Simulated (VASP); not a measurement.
Set up this calculation in VASP 6.6.1, as the native input.

| Quantity | Value |
| --- | --- |
| Task | single point |
| Functional | PBE |
| Potentials or basis | VASP PAW PBE potentials, release 64 (Al, N) |
| Cutoff | 520 eV |
| k mesh | 9 × 9 × 6 |
| Occupations | gaussian, width 0.05 eV |
| Spin | no spin polarisation |
| Dipole correction | no |
| Further INCAR settings | ALGO = Normal; EDIFF = 1e-06; NBANDS = 16 |

The structure of AlN lies in POSCAR:

```
AlN
1.0
    3.4105953390      0.0000000000      0.0000000000
   -1.7052976695      2.9536622056      0.0000000000
    0.0000000000      0.0000000000      4.4269527501
Al N
2 2
Direct
    0.3333333333      0.6666666667      0.7500000000
    0.6666666667      0.3333333333      0.2500000000
    0.3333333333      0.6666666667      0.2500000000
    0.6666666667      0.3333333333      0.7500000000
```

This cell differs from its parent crystal: volume 11.149 Å^3 an atom, c/a of the conventional cell 1.2980.

One way to write it, as run:

INCAR

```
SYSTEM = AlN
ALGO = Normal
EDIFF = 1E-6
ENCUT = 520
GGA = PE
ISIF = 2
ISMEAR = 0
LASPH = .TRUE.
LCHARG = .FALSE.
LREAL = .FALSE.
LWAVE = .FALSE.
NBANDS = 16
NELM = 80
PREC = Accurate
SIGMA = 0.05
```

KPOINTS

```
k-points
0
G
  9 9 6
  0 0 0
```

Potentials or basis: VASP PAW PBE potentials, release 64 (Al, N).

Launch:

```sh
$ cat potpaw_PBE.64/Al/POTCAR potpaw_PBE.64/N/POTCAR > POTCAR
$ mpirun -np 1 vasp_std > vasp.out
```

It gave:

```yaml
Pressure: -18.1 GPa
Band_gap_on_the_k_mesh: 2.32 eV, direct
```

Wall time 47 s on 1 thread of AMD EPYC 7R43 64-Core Processor (Zen 3) (shared host), peak memory 0.14 GiB.
